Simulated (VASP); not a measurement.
# Ni (Pm-3m) in VASP: a series of runs, part 2 of 2

VASP 6.6.1. The steps go on from the part before.

## 3. Single point, BLYP, collinear spin, ferromagnetic start (volume scaled by 0.92)

Input file INCAR:

```
SYSTEM = Ni
PREC = Accurate
ENCUT = 520
EDIFF = 1E-6
ISMEAR = -1
SIGMA = 0.05
LREAL = .False.
LASPH = .True.
NELM = 150
ALGO = Normal
ISIF = 2
LWAVE = .False.
LCHARG = .False.
ISPIN = 2
MAGMOM = 0.539
LORBIT = 11
LMAXMIX = 4
GGA = B5
ALDAX = 1.0
AGGAX = 1.0
AGGAC = 1.0
ALDAC = 0.0
NBANDS = 15
```

Input file KPOINTS:

```
Automatic mesh
0
Gamma
  15 15 15
  0 0 0
```

Input file POSCAR:

```
Ni
1.0
    2.3031545238      0.0000000000      0.0000000000
    0.0000000000      2.3031545238      0.0000000000
    0.0000000000      0.0000000000      2.3031545238
Ni
1
Direct
    0.0000000000      0.0000000000      0.0000000000
```

Potentials or basis: VASP PAW PBE potentials, release 64 (Ni).

Started as:

```
cat potpaw_PBE.64/Ni/POTCAR > POTCAR
mpirun -np 1 vasp_std > vasp.out
```

OUTCAR:

```text
SYSTEM = Ni
   PREC = Accurate
   ENCUT = 520
   EDIFF = 1E-6
   ISMEAR = -1
   LREAL = .False.
   LASPH = .True.
   NELM = 150
   ISIF = 2
   ISPIN = 2
   LORBIT = 11
   GGA = B5

 ion  position               nearest neighbor table
   1  0.000  0.000  0.000-

  LATTYP: Found a simple cubic cell.
 ALAT       =     2.3031545238

  Lattice vectors:

 A1 = (   2.3031545238,   0.0000000000,   0.0000000000)
 A2 = (   0.0000000000,   2.3031545238,   0.0000000000)
 A3 = (   0.0000000000,   0.0000000000,   2.3031545238)

Analysis of symmetry for initial positions (statically):
=====================================================================
 Subroutine PRICEL returns:
 Original cell was already a primitive cell.

 Routine SETGRP: Setting up the symmetry group for a
 simple cubic supercell.

 Subroutine GETGRP returns: Found 48 space group operations
 (whereof 48 operations were pure point group operations)
 out of a pool of 48 trial point group operations.

The static configuration has the point symmetry O_h .

Analysis of symmetry for dynamics (positions and initial velocities):
=====================================================================
 Subroutine PRICEL returns:
 Original cell was already a primitive cell.

 Routine SETGRP: Setting up the symmetry group for a
 simple cubic supercell.

 Subroutine GETGRP returns: Found 48 space group operations
 (whereof 48 operations were pure point group operations)
 out of a pool of 48 trial point group operations.

The dynamic configuration has the point symmetry O_h .

Analysis of structural, dynamic, and magnetic symmetry:
=====================================================================
 Subroutine PRICEL returns:
 Original cell was already a primitive cell.

 Routine SETGRP: Setting up the symmetry group for a
 simple cubic supercell.

 Subroutine GETGRP returns: Found 48 space group operations
 (whereof 48 operations were pure point group operations)
 out of a pool of 48 trial point group operations.

The overall configuration has the point symmetry O_h .

 Subroutine INISYM returns: Found 48 space group operations
 (whereof 48 operations are pure point group operations),
 and found     1 'primitive' translations

----------------------------------------------------------------------------------------

                                     Primitive cell

  volume of cell :      12.2171

  direct lattice vectors                    reciprocal lattice vectors
     2.303154524  0.000000000  0.000000000     0.434187107  0.000000000  0.000000000
     0.000000000  2.303154524  0.000000000     0.000000000  0.434187107  0.000000000
     0.000000000  0.000000000  2.303154524     0.000000000  0.000000000  0.434187107

  length of vectors
     2.303154524  2.303154524  2.303154524     0.434187107  0.434187107  0.434187107

  position of ions in fractional coordinates (direct lattice)
     0.000000000  0.000000000  0.000000000

  ion indices of the primitive-cell ions
   primitive index   ion index
                 1           1

----------------------------------------------------------------------------------------

 KPOINTS: Automatic mesh

Automatic generation of k-mesh.
 Grid dimensions read from file:
 generate k-points for:   15   15   15

 Generating k-lattice:

  Cartesian coordinates                     Fractional coordinates (reciprocal lattice)
[... 65 lines left out ...]
   NFREE  =      0    steps in history (QN), initial steepest desc. (CG)
   ISIF   =      2    stress and relaxation
   ISYM   =      2    0-nonsym 1-usesym 2-fastsym
   POTIM  = 0.5000    time-step for ionic-motion
   TEBEG  =    0.0;   TEEND  =   0.0 temperature during run
   PSTRESS=    0.0 pullay stress
   NELECT =      10.0000    total number of electrons
   NUPDOWN=      -1.0000    fix difference up-down
   EMIN   =  10.00;   EMAX   =-10.00  energy-range for DOS
   EFERMI =   0.00;   METHOD = LEGACY
   ISMEAR =    -1;   SIGMA  =   0.05  broadening in eV -4-tet -1-fermi 0-gaus
   EFERMI_NEDOS =   21; number of points for ismear=-14 and -15
   IALGO  =     38    algorithm
   IMIX   =      4    mixing-type and parameters
     AMIX     =   0.40;   BMIX     =  1.00
     AMIX_MAG =   1.60;   BMIX_MAG =  1.00
  volume/ion in A,a.u.               =      12.22        82.45
  Fermi-wavevector in a.u.,A,eV,Ry     =   1.531387  2.893903 31.907670  2.345148
  Thomas-Fermi vector in A             =   2.638739
   LORBIT       =     11    0 simple, 1 ext, 2 COOP (PROOUT), +10 PAW based schemes
   GGA     = B5    functional components
   LHFCALC =     F    Hartree Fock is set to
   AEXX    =    0.0000 exact exchange contribution
   IVDW    =     0    specifies the selected vdW correction
   LEPSILON=     F    determine dielectric tensor
   LRPA    =     F    only Hartree local field effects (RPA)
 spin polarized calculation
  energy-cutoff  :      520.00
  volume of cell :       12.22
 maximum number of plane-waves:       341
 NGX is ok and might be reduce to    18
   NGX =  9   NGY =  9   NGZ =  9

 number of electron      10.0000012 magnetization       0.3876928

 Free energy of the ion-electron system (eV)
  ---------------------------------------------------
  ext. energy  EPLUGINS =         0.00000000
  ---------------------------------------------------
  free energy    TOTEN  =        -4.04799520 eV

  energy without entropy =       -4.03253690  energy(sigma->0) =       -4.04026605

 E-fermi :   8.2611     XC(G=0): -11.8723

 val. band max:        8.2542356490   @ k =   0.3333   0.1333   0.1333
 cond. band min:       8.2781488370   @ k =   0.4000   0.4000   0.2667
 fundamental gap:      0.0239131880
 Fermi energy:         8.2610906372

 spin component 1

 k-point     1 :       0.0000    0.0000    0.0000
  band No.  band energies     occupation
      1       0.2739      1.00000
      2       4.6610      1.00000
      3       4.6610      1.00000
      4       8.0069      0.99384
      5       8.0069      0.99384
      6       8.0069      0.99384
      7      28.1175      0.00000
      8      28.1175      0.00000
      9      28.1175      0.00000
     10      32.2419      0.00000
     11      32.2419      0.00000
     12      36.7857      0.00000
     13      50.5864      0.00000
     14      50.5864      0.00000
[... 403 lines left out ...]
      4       7.2371      1.00000
      5       7.5680      1.00000
      6       7.7209      0.99998
      7      16.5757      0.00000
      8      24.2565      0.00000
      9      32.9273      0.00000
     10      33.7101      0.00000
     11      34.9755      0.00000
     12      42.8278      0.00000
     13      43.6046      0.00000
     14      45.5805      0.00000
     15      50.3495      0.00000

 [... further k-points ...]

 spin component 2

 k-point     1 :       0.0000    0.0000    0.0000
  band No.  band energies     occupation
      1       0.3007      1.00000
      2       4.9258      1.00000
      3       4.9258      1.00000
      4       8.4987      0.00855
      5       8.4987      0.00855
      6       8.4987      0.00855
      7      28.1835      0.00000
      8      28.1835      0.00000
      9      28.1835      0.00000
     10      32.3048      0.00000
     11      32.3048      0.00000
     12      36.8017      0.00000
     13      50.6138      0.00000
     14      50.6138      0.00000
[... 403 lines left out ...]
      4       7.7041      0.99999
      5       7.8963      0.99932
      6       8.2035      0.75967
      7      16.6916      0.00000
      8      24.3450      0.00000
      9      32.9969      0.00000
     10      33.8032      0.00000
     11      34.9845      0.00000
     12      42.8595      0.00000
     13      43.6827      0.00000
     14      45.6136      0.00000
     15      50.4177      0.00000

 [... further k-points ...]
[... 5 lines left out ...]
  --------------------------------------------------------------------------------------
  -------------------------------------------------------------------------------------
  Total        0.9368747      0.9368747      0.9368747      0.0000000     -0.0000000      0.0000000
  in kB      122.8634899    122.8634899    122.8634899      0.0000000     -0.0000000      0.0000000
  external PRESSURE =     122.8634899 kB  Pullay stress =       0.0000000 kB

 VOLUME and BASIS-vectors are now :
 -----------------------------------------------------------------------------
  energy-cutoff  :      520.00
  volume of cell :       12.22
      direct lattice vectors                 reciprocal lattice vectors
     2.303154524  0.000000000  0.000000000     0.434187107  0.000000000  0.000000000
     0.000000000  2.303154524  0.000000000     0.000000000  0.434187107  0.000000000
     0.000000000  0.000000000  2.303154524     0.000000000  0.000000000  0.434187107

 POSITION                                       TOTAL-FORCE (eV/Angst)
 -----------------------------------------------------------------------------------
      0.00000      0.00000      0.00000         0.000000      0.000000      0.000000
 -----------------------------------------------------------------------------------
    total drift:                               -0.000000      0.000000      0.000000

  FREE ENERGIE OF THE ION-ELECTRON SYSTEM (eV)
  ---------------------------------------------------
  free  energy   TOTEN  =        -4.0479952024 eV

  energy  without entropy=       -4.0325368990  energy(sigma->0) =       -4.04026605

 total charge

# of ion       s       p       d       tot
------------------------------------------
    1        0.527   0.398   8.418   9.343

 magnetization (x)

# of ion       s       p       d       tot
------------------------------------------
    1        0.001  -0.001   0.389   0.389
```

OSZICAR:

```text
N       E                     dE             d eps       ncg     rms          rms(c)
DAV:   1     0.348448148405E+02    0.34845E+02   -0.42537E+03  7559   0.837E+02
DAV:   2    -0.314116541441E+01   -0.37986E+02   -0.35337E+02  8355   0.159E+02
DAV:   3    -0.471569344326E+01   -0.15745E+01   -0.15439E+01  8467   0.316E+01
DAV:   4    -0.472759463126E+01   -0.11901E-01   -0.11897E-01  8944   0.262E+00
DAV:   5    -0.472779630597E+01   -0.20167E-03   -0.20167E-03  8768   0.302E-01    0.795E+00
DAV:   6    -0.435811541685E+01    0.36968E+00   -0.91490E+00 10294   0.338E+01    0.545E+00
DAV:   7    -0.405972909919E+01    0.29839E+00   -0.18943E+00 10152   0.143E+01    0.157E+00
DAV:   8    -0.404970483209E+01    0.10024E-01   -0.13149E-02  9493   0.781E-01    0.695E-01
DAV:   9    -0.404825484230E+01    0.14500E-02   -0.12808E-03 11515   0.235E-01    0.210E-01
DAV:  10    -0.404798409288E+01    0.27075E-03   -0.54532E-04 10983   0.152E-01    0.366E-02
DAV:  11    -0.404799819072E+01   -0.14098E-04   -0.15862E-05  8229   0.372E-02    0.302E-02
DAV:  12    -0.404799595653E+01    0.22342E-05   -0.14493E-06  8780   0.974E-03    0.735E-03
DAV:  13    -0.404799520241E+01    0.75412E-06   -0.13359E-07  4993   0.252E-03
   1 F= -.40479952E+01 E0= -.40402661E+01  d E =-.154583E-01  mag=     0.3877
```

It took 18 s on 1 thread of Intel Xeon 6975P-C (Granite Rapids), shared host; peak memory 0.14 GiB.

What came out:

* Free energy: -4.0480 eV
* Pressure: 12.3 GPa
* Net moment: 0.39 μB per cell
* Site moments: Ni +0.39 μB
* Valence electrons inside the program's atomic spheres: Ni 9.34

Caveat: the PAW data sets were made with another functional, which shifts forces and pressure a little.
